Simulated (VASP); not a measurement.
# CdI2 (P-3m1) in VASP: single point with PBE

Aim: the single point of CdI2 with PBE.

Program: VASP 6.6.1. These are calculated values, not measurements. Logs are shortened: lines on timing, memory, paths and dates and some standing lists are left out, and cuts for length are marked.

## Step 1: The cell of the first run

It takes space group P-3m1 (No. 164, trigonal). Conventional cell: a = 4.248 Å, b = 4.248 Å, c = 6.884 Å, α = 90.00°, β = 90.00°, γ = 120.00°. Cd (site symmetry -3m) has 6 I at 2.99 Å within 3.9 Å. I (site symmetry 3m) has 3 Cd at 2.99 Å within 3.9 Å.

## Step 2: Single point, PBE

Input file INCAR:

```
SYSTEM = CdI2
PREC     = Accurate       ! precision mode
ENCUT    = 500            ! plane-wave cutoff, eV
EDIFF    = 1E-6           ! SCF threshold, eV
ISMEAR   = 0              ! smearing method
SIGMA    = 0.01           ! smearing width, eV
LREAL    = .FALSE.        ! projectors in reciprocal space
LASPH    = .TRUE.         ! aspherical terms in the spheres
NELM     = 120            ! most SCF steps
ALGO     = Normal         ! electronic algorithm
ISIF     = 2              ! what is computed and relaxed
LWAVE    = .FALSE.        ! write WAVECAR
LCHARG   = .TRUE.         ! write CHGCAR
GGA      = PE             ! functional
LELF     = .TRUE.         ! ELF
LVHAR    = .TRUE.       
NBANDS   = 20             ! bands
GGA_COMPAT= .FALSE.
```

Input file KPOINTS:

```
Automatic mesh
0
G
  6 6 2
  0 0 0
```

Input file POSCAR:

```
CdI2
1.0
    4.2483568952      0.0000000000      0.0000000000
   -2.1241784476      3.6791849956      0.0000000000
    0.0000000000      0.0000000000      6.8844152057
Cd I
1 2
Direct
    0.0000000000      0.0000000000      0.0000000000
    0.3333333333      0.6666666667      0.2495592320
    0.6666666667      0.3333333333      0.7504407680
```

Potentials or basis: VASP PAW PBE potentials, release 64 (Cd, I).

On the command line:

```sh
cat potpaw_PBE.64/Cd/POTCAR potpaw_PBE.64/I/POTCAR > POTCAR
mpirun -np 1 vasp_std > vasp.out
```

OUTCAR:

```text
SYSTEM = CdI2
   PREC = Accurate
   ENCUT = 500
   EDIFF = 1E-6
   ISMEAR = 0
   LREAL = .FALSE.
   LASPH = .TRUE.
   NELM = 120
   ISIF = 2
   GGA = PE

 ion  position               nearest neighbor table
   1  0.000  0.000  0.000-   2 2.99   3 2.99   3 2.99   2 2.99   3 2.99   2 2.99
   2  0.333  0.667  0.250-   1 2.99   1 2.99   1 2.99
   3  0.667  0.333  0.750-   1 2.99   1 2.99   1 2.99

  LATTYP: Found a hexagonal cell.
 ALAT       =     4.2483568952
 C/A-ratio  =     1.6204889032

  Lattice vectors:

 A1 = (   4.2483568952,   0.0000000000,   0.0000000000)
 A2 = (  -2.1241784476,   3.6791849956,   0.0000000000)
 A3 = (   0.0000000000,   0.0000000000,   6.8844152057)

Analysis of symmetry for initial positions (statically):
=====================================================================
 Subroutine PRICEL returns:
 Original cell was already a primitive cell.

 Routine SETGRP: Setting up the symmetry group for a
 hexagonal supercell.

 Subroutine GETGRP returns: Found 12 space group operations
 (whereof 12 operations were pure point group operations)
 out of a pool of 24 trial point group operations.

The static configuration has the point symmetry D_3d.

Analysis of symmetry for dynamics (positions and initial velocities):
=====================================================================
 Subroutine PRICEL returns:
 Original cell was already a primitive cell.

 Routine SETGRP: Setting up the symmetry group for a
 hexagonal supercell.

 Subroutine GETGRP returns: Found 12 space group operations
 (whereof 12 operations were pure point group operations)
 out of a pool of 24 trial point group operations.

The dynamic configuration has the point symmetry D_3d.

 Subroutine INISYM returns: Found 12 space group operations
 (whereof 12 operations are pure point group operations),
 and found     1 'primitive' translations

----------------------------------------------------------------------------------------

                                     Primitive cell

  volume of cell :     107.6068

  direct lattice vectors                    reciprocal lattice vectors
     4.248356895  0.000000000  0.000000000     0.235385121  0.135899663  0.000000000
    -2.124178448  3.679184996  0.000000000     0.000000000  0.271799325  0.000000000
     0.000000000  0.000000000  6.884415206     0.000000000  0.000000000  0.145255620

  length of vectors
     4.248356895  4.248356895  6.884415206     0.271799325  0.271799325  0.145255620

  position of ions in fractional coordinates (direct lattice)
     0.000000000  0.000000000  0.000000000
     0.333333333  0.666666667  0.249559232
     0.666666667  0.333333333  0.750440768

  ion indices of the primitive-cell ions
   primitive index   ion index
                 1           1
                 2           2
                 3           3

----------------------------------------------------------------------------------------

 KPOINTS: Automatic mesh

Automatic generation of k-mesh.
 Grid dimensions read from file:
 generate k-points for:    6    6    2

 Generating k-lattice:

  Cartesian coordinates                     Fractional coordinates (reciprocal lattice)
     0.039230853  0.022649944  0.000000000     0.166666667  0.000000000  0.000000000
     0.000000000  0.045299888  0.000000000     0.000000000  0.166666667  0.000000000
     0.000000000  0.000000000  0.072627810     0.000000000  0.000000000  0.500000000

  Length of vectors
     0.045299888  0.045299888  0.072627810

  Shift w.r.t. Gamma in fractional coordinates (k-lattice)
     0.000000000  0.000000000  0.000000000

 Subroutine IBZKPT returns following result:
 ===========================================

 Found     14 irreducible k-points:

 Following reciprocal coordinates:
            Coordinates               Weight
  0.000000  0.000000  0.000000      1.000000
  0.166667  0.000000  0.000000      6.000000
  0.333333  0.000000  0.000000      6.000000
  0.500000  0.000000  0.000000      3.000000
  0.166667  0.166667  0.000000      6.000000
  0.333333  0.166667  0.000000     12.000000
  0.333333  0.333333  0.000000      2.000000
  0.000000  0.000000  0.500000      1.000000
  0.166667  0.000000  0.500000      6.000000
  0.333333  0.000000  0.500000      6.000000
  0.500000  0.000000  0.500000      3.000000
  0.166667  0.166667  0.500000      6.000000
  0.333333  0.166667  0.500000     12.000000
  0.333333  0.333333  0.500000      2.000000
   k-points           NKPTS =     14   k-points in BZ     NKDIM =     14   number of bands    NBANDS=     20
   number of dos      NEDOS =    301   number of ions     NIONS =      3
   total plane-waves  NPLWV =  51200
   dimension x,y,z NGX =    32 NGY =   32 NGZ =   50
   dimension x,y,z NGXF=    64 NGYF=   64 NGZF=  100
   ions per type =               1   2
   NGX,Y,Z   is equivalent  to a cutoff of  12.52, 12.52, 12.07 a.u.
   NGXF,Y,Z  is equivalent  to a cutoff of  25.04, 25.04, 24.15 a.u.
 SYSTEM =  CdI2
   PREC   = accura    normal or accurate (medium, high low for compatibility)
   ISTART =      0    job   : 0-new  1-cont  2-samecut
   ICHARG =      2    charge: 1-file 2-atom 10-const
   ISPIN  =      1    spin polarized calculation?
   LNONCOLLINEAR =      F non collinear calculations
   LSORBIT =      F    spin-orbit coupling
   LASPH  =      T    aspherical Exc in radial PAW
   ENCUT  =  500.0 eV  36.75 Ry    6.06 a.u.   7.75  7.75 12.55*2*pi/ulx,y,z
   NELM   =    120;   NELMIN=  2; NELMDL= -5     # of ELM steps
   EDIFF  = 0.1E-05   stopping-criterion for ELM
   LREAL  =      F    real-space projection
   EDIFFG = 0.1E-04   stopping-criterion for IOM
   NSW    =      0    number of steps for IOM
   IBRION =     -1    ionic relax: 0-MD 1-quasi-New 2-CG
   NFREE  =      0    steps in history (QN), initial steepest desc. (CG)
   ISIF   =      2    stress and relaxation
   ISYM   =      2    0-nonsym 1-usesym 2-fastsym
   POTIM  = 0.5000    time-step for ionic-motion
   TEBEG  =    0.0;   TEEND  =   0.0 temperature during run
   PSTRESS=    0.0 pullay stress
   NELECT =      26.0000    total number of electrons
   NUPDOWN=      -1.0000    fix difference up-down
   EMIN   =  10.00;   EMAX   =-10.00  energy-range for DOS
   EFERMI =   0.00;   METHOD = LEGACY
   ISMEAR =     0;   SIGMA  =   0.01  broadening in eV -4-tet -1-fermi 0-gaus
   EFERMI_NEDOS =   21; number of points for ismear=-14 and -15
   IALGO  =     38    algorithm
   IMIX   =      4    mixing-type and parameters
     AMIX     =   0.40;   BMIX     =  1.00
     AMIX_MAG =   1.60;   BMIX_MAG =  1.00
  volume/ion in A,a.u.               =      35.87       242.06
  Fermi-wavevector in a.u.,A,eV,Ry     =   1.019654  1.926866 14.145893  1.039694
  Thomas-Fermi vector in A             =   2.153180
   LORBIT       =      0    0 simple, 1 ext, 2 COOP (PROOUT), +10 PAW based schemes
   GGA     = PE    functional components
   LHFCALC =     F    Hartree Fock is set to
   AEXX    =    0.0000 exact exchange contribution
   IVDW    =     0    specifies the selected vdW correction
   LEPSILON=     F    determine dielectric tensor
   LRPA    =     F    only Hartree local field effects (RPA)
 non-spin polarized calculation
 Gauss-broadening in eV      SIGMA  =   0.01
  energy-cutoff  :      500.00
  volume of cell :      107.61
 maximum number of plane-waves:      2786
 NGX is ok and might be reduce to    32
   NGX = 15   NGY = 15   NGZ = 25

 number of electron      25.9999996 magnetization

 Free energy of the ion-electron system (eV)
  ---------------------------------------------------
  ext. energy  EPLUGINS =         0.00000000
  ---------------------------------------------------
  free energy    TOTEN  =        -5.49340472 eV

  energy without entropy =       -5.49340472  energy(sigma->0) =       -5.49340472

 E-fermi :   2.0071     XC(G=0):  -8.5461

 val. band max:        1.9612454943   @ k =   0.0000   0.0000   0.5000
 cond. band min:       4.3353015522   @ k =   0.5000   0.0000   0.5000
 fundamental gap:      2.3740560579
 Fermi energy:         2.0071457559

 k-point     1 :       0.0000    0.0000    0.0000
  band No.  band energies     occupation
      1     -10.1293      2.00000
      2      -9.4337      2.00000
      3      -5.6134      2.00000
      4      -5.6134      2.00000
      5      -5.4987      2.00000
      6      -5.4174      2.00000
[... 12 lines left out ...]
     19      11.0255      0.00000
     20      11.1296      0.00000

 k-point     2 :       0.1667    0.0000    0.0000
  band No.  band energies     occupation
      1      -9.9973      2.00000
      2      -9.4152      2.00000
      3      -5.5948      2.00000
      4      -5.5518      2.00000
      5      -5.4705      2.00000
      6      -5.4223      2.00000
[... 12 lines left out ...]
     19      10.1566      0.00000
     20      11.1080      0.00000

 k-point     3 :       0.3333    0.0000    0.0000
  band No.  band energies     occupation
      1      -9.6929      2.00000
      2      -9.3913      2.00000
      3      -5.5760      2.00000
      4      -5.4996      2.00000
      5      -5.4207      2.00000
      6      -5.3813      2.00000
[... 12 lines left out ...]
     19      10.4980      0.00000
     20      11.1173      0.00000

 k-point     4 :       0.5000    0.0000    0.0000
  band No.  band energies     occupation
      1      -9.4583      2.00000
      2      -9.4443      2.00000
      3      -5.5754      2.00000
      4      -5.5090      2.00000
      5      -5.4094      2.00000
      6      -5.3553      2.00000
[... 199 lines left out ...]
 k-point    13 :       0.3333    0.1667    0.5000
  band No.  band energies     occupation
      1      -9.4781      2.00000
      2      -9.4223      2.00000
      3      -5.5332      2.00000
      4      -5.4814      2.00000
      5      -5.4063      2.00000
      6      -5.3730      2.00000
[... 12 lines left out ...]
     19      10.1878      0.00000
     20      11.4055      0.00000

 k-point    14 :       0.3333    0.3333    0.5000
  band No.  band energies     occupation
      1      -9.4033      2.00000
      2      -9.4033      2.00000
      3      -5.4495      2.00000
      4      -5.4495      2.00000
      5      -5.3892      2.00000
      6      -5.3727      2.00000
[... 12 lines left out ...]
     19      10.9775      0.00000
     20      10.9778      0.00000

------------------------ aborting loop because EDIFF is reached ----------------------------------------

  FORCE on cell =-STRESS in cart. coord.  units (eV):
  Direction    XX          YY          ZZ          XY          YZ          ZX
  --------------------------------------------------------------------------------------
  -------------------------------------------------------------------------------------
  Total        1.1675451      1.1675451      1.1054335     -0.0000000      0.0000000      0.0000000
  in kB       17.3837941     17.3837941     16.4590027     -0.0000000      0.0000000      0.0000000
  external PRESSURE =      17.0755303 kB  Pullay stress =       0.0000000 kB

 VOLUME and BASIS-vectors are now :
 -----------------------------------------------------------------------------
  energy-cutoff  :      500.00
  volume of cell :      107.61
      direct lattice vectors                 reciprocal lattice vectors
     4.248356895  0.000000000  0.000000000     0.235385121  0.135899663  0.000000000
    -2.124178448  3.679184996  0.000000000     0.000000000  0.271799325  0.000000000
     0.000000000  0.000000000  6.884415206     0.000000000  0.000000000  0.145255620

 POSITION                                       TOTAL-FORCE (eV/Angst)
 -----------------------------------------------------------------------------------
      0.00000      0.00000      0.00000         0.000000      0.000000      0.000000
     -0.00000      2.45279      1.71807        -0.000000     -0.000000      0.092514
      2.12418      1.22639      5.16635         0.000000      0.000000     -0.092514
 -----------------------------------------------------------------------------------
    total drift:                                0.000000     -0.000000      0.000000

  FREE ENERGIE OF THE ION-ELECTRON SYSTEM (eV)
  ---------------------------------------------------
  free  energy   TOTEN  =        -5.4934047227 eV

  energy  without entropy=       -5.4934047227  energy(sigma->0) =       -5.49340472
```

It took 41 s on 1 thread of Intel Xeon 8259CL, shared host; peak memory 0.23 GiB.

What came out:

```
Free energy            : -5.4934 eV
Pressure               : 1.7 GPa
Largest force          : 0.093 eV/Å
Band gap on the k mesh : 2.37 eV, indirect (least direct gap 2.60 eV)
```

Forces on the atoms (eV/Å):
```
Cd   0.000  0.000  0.000
I    0.000  0.000  0.093
I    0.000  0.000 -0.093
```

Levels at points of the mesh, in eV from the valence-band top:
```csv
k point,band 11,band 12,band 13,band 14,band 15,band 16
"(0.00, 0.00, 0.00)",-0.14,-0.14,-0.13,2.47,4.48,6.35
"(0.50, 0.00, 0.00)",-1.49,-0.69,-0.12,2.66,5.01,5.95
"(0.00, 0.00, 0.50)",-0.41,0.00,0.00,3.59,4.52,6.14
"(0.50, 0.00, 0.50)",-1.20,-0.49,-0.44,2.37,4.95,5.83
```

Caveat: the k points lie up to 0.46 Å⁻¹ apart; spin-orbit coupling is left out, which moves the levels of the heavy elements; this functional lacks dispersion, which binds the layers, so the pressure and a relaxed spacing across them are unreliable. Expect the measured gap to be larger: semilocal functionals such as PBE lack the derivative discontinuity.
